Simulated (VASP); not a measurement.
SnSe: electric field gradients with PBEsol

SnSe:

```
Sn Se
1.0
     0.00000    3.01000    3.01000
     3.01000    0.00000    3.01000
     3.01000    3.01000    0.00000
Sn Se
1 1
Direct
  0.00000 0.00000 0.00000
  0.50000 0.50000 0.50000
```

| Quantity | Value |
| --- | --- |
| Program | VASP 6.6.1 |
| Task | electric field gradients |
| Functional | PBEsol |
| Potentials or basis | VASP PAW PBE potentials, release 64 (Sn_d, Se) |
| Cutoff | 520 eV |
| k mesh | 7 × 7 × 7 |
| Occupations | fermi-dirac, width 0.01 eV |
| Spin | no spin polarisation |
| Dipole correction | no |
| Further INCAR settings | ALGO = Normal; EDIFF = 1e-08; NBANDS = 17 |

```json
{"Pressure": "-1.9 GPa"}
```

Levels at points of the mesh, in eV from the Fermi level:
| k point | band 8 | band 9 | band 10 | band 11 | band 12 | band 13 |
| --- | --- | --- | --- | --- | --- | --- |
| (0.00, 0.00, 0.00) | -2.33 | -2.33 | -2.33 | 4.14 | 4.14 | 4.14 |

Wall time 13 s on 1 thread of Intel Xeon 6975P-C (shared host), peak memory 0.18 GiB.

Caveat: this odd mesh misses L, where the gap lies, so gap, dielectric constants and Born charges aren't listed; without QUAD_EFG the Cq values of the log hold for a quadrupole moment of 1 mb, not for the nuclei; the PAW data sets were made with another functional, which shifts forces and pressure a little; spin-orbit coupling is left out, which moves the levels of the heavy elements.
